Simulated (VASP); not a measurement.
Write the native input for VASP 6.6.1 that does the following.

```yaml
Task: relaxation of cell and atoms
Functional: PBEsol
Potentials_or_basis: VASP PAW PBE potentials, release 64 (In_d)
Cutoff: 600 eV
k_mesh: 16 × 16 × 16
Occupations: gaussian, width 0.1 eV
Spin: no spin polarisation
Dipole_correction: no
Further_INCAR_settings: ALGO = Normal; EDIFF = 1e-06; IBRION = 2; EDIFFG = -0.01; NSW = 80; ISIF = 3
```

The structure of In lies in POSCAR:

```
In
1.0
    0.0000000000      2.3445574814      2.3445574814
    2.3445574814      0.0000000000      2.3445574814
    2.3445574814      2.3445574814      0.0000000000
In
1
Direct
    0.0000000000      0.0000000000      0.0000000000
```

One way to write it, as run:

INCAR

```
PREC     = Accurate       # precision mode
ENCUT    = 600            # plane-wave cutoff, eV
EDIFF    = 1E-6           # SCF threshold, eV
ISMEAR   = 0              # smearing method
SIGMA    = 0.1            # smearing width, eV
LREAL    = F              # projectors in reciprocal space
LASPH    = T              # aspherical terms in the spheres
NELM     = 80             # most SCF steps
ALGO     = Normal         # electronic algorithm
ISIF     = 3              # what is computed and relaxed
LWAVE    = F              # write WAVECAR
LCHARG   = F              # write CHGCAR
GGA      = PS             # functional
IBRION   = 2              # ionic algorithm
NSW      = 80             # ionic steps
EDIFFG   = -0.01          # ionic threshold
```

KPOINTS

```
Automatic mesh
0
Gamma
  16 16 16
```

Potentials or basis: VASP PAW PBE potentials, release 64 (In_d).

Launch:

```console
$ cat potpaw_PBE.64/In_d/POTCAR > POTCAR
$ mpirun -np 1 vasp_std > vasp.out
```

It gave:

```json
{"Relaxed volume": "25.62 Å³/atom", "Relaxed cell": "a = 3.309 Å, b = 3.309 Å, c = 3.309 Å, α = 60.00°, β = 60.00°, γ = 60.00°", "Space group after relaxing (to 0.05 Å)": "Fm-3m (No. 225)", "Energy gained by relaxing": "0.1 meV/atom", "Ionic steps": "2", "Pressure after relaxing": "0.0 GPa"}
```

Caveat: the PAW data sets were made with another functional, which shifts forces and pressure a little.

Wall time 43 s on 1 thread of AMD EPYC 7R13 Processor (Zen 3), on a shared host, peak memory 0.16 GiB.
